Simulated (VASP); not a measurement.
Set up this calculation in VASP 6.6.1, as the native input.

```
Task                   : single point
Functional             : LDA
Potentials or basis    : VASP PAW LDA potentials, release 64 (Ni, Pt)
Cutoff                 : 520 eV
k mesh                 : 9 × 9 × 9
Occupations            : fermi-dirac, width 0.05 eV
Spin                   : no spin polarisation
Dipole correction      : no
Further INCAR settings : ALGO = Normal; EDIFF = 1e-06; NBANDS = 28
```

The structure of Ni3Pt lies in POSCAR:

```
Ni3Pt
1.0
    3.6245667900      0.0000000000      0.0000000000
    0.0000000000      3.6245667900      0.0000000000
    0.0000000000      0.0000000000      3.6245667900
Ni Pt
3 1
Direct
    0.5000000000      0.0000000000      0.5000000000
    0.0000000000      0.5000000000      0.5000000000
    0.5000000000      0.5000000000      0.0000000000
    0.0000000000      0.0000000000      0.0000000000
```

One way to write it, as run:

INCAR

```
ALGO = Normal
EDIFF = 1E-6
ENCUT = 520
GGA = CA
ISIF = 2
ISMEAR = -1
LASPH = T
LCHARG = F
LREAL = F
LWAVE = F
NBANDS = 28
NELM = 80
PREC = Accurate
SIGMA = 0.05
```

KPOINTS

```
k-points
0
Gamma
  9 9 9
```

Potentials or basis: VASP PAW LDA potentials, release 64 (Ni, Pt).

The run is started by

```sh
$ cat potpaw_LDA.64/Ni/POTCAR potpaw_LDA.64/Pt/POTCAR > POTCAR
$ mpirun -np 1 vasp_std > vasp.out
```

Results of the run:

| Item | Value |
| --- | --- |
| Pressure | -12.9 GPa |
| Band gap on the k mesh | zero (bands 20 and 21 overlap by 0.70 eV) |

Caveat: the cell stands under tension; spin-orbit coupling is left out, which moves the levels of the heavy elements.

Wall time 22 s on 1 thread of Intel(R) Xeon(R) Platinum 8488C (Sapphire Rapids), on a shared host, peak memory 0.17 GiB.
